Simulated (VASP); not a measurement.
A run of VASP 6.6.1 is set up as follows.

File INCAR:

```
SYSTEM = Al
  ALGO = Normal
  EDIFF = 1E-6
  ENCUT = 500
  GGA = PS
  GGA_COMPAT = .FALSE.
  ISIF = 2
  ISMEAR = -1
  IVDW = 12
  LASPH = .TRUE.
  LCHARG = .TRUE.
  LELF = .TRUE.
  LREAL = .FALSE.
  LVHAR = .TRUE.
  LWAVE = .FALSE.
  NBANDS = 8
  NELM = 120
  PREC = Accurate
  SIGMA = 0.3
```

The input KPOINTS:

```
k-points
0
G
  13 13 13
  0 0 0
```

POSCAR

```
Al
1.0
   -1.5912185000      1.5912185000      1.5912185000
    1.5912185000     -1.5912185000      1.5912185000
    1.5912185000      1.5912185000     -1.5912185000
Al
1
Direct
    0.0000000000      0.0000000000      0.0000000000
```

Potentials or basis: VASP PAW PBE potentials, release 64 (Al).

Run with:

```console
$ cat potpaw_PBE.64/Al/POTCAR > POTCAR
$ mpirun -np 1 vasp_std > vasp.out
```

Question: What does it give for the dispersion energy per atom?

Answer: -0.325 eV.

Question: What does it give for the band gap on the k mesh?

Answer: Zero (an odd number of electrons rules out a gap without spin polarisation).

Question: Predict the pressure.

Answer: -0.7 GPa.

Caveat: so wide a smearing shifts energies and pressures; the PAW data sets were made with another functional, which shifts forces and pressure a little.
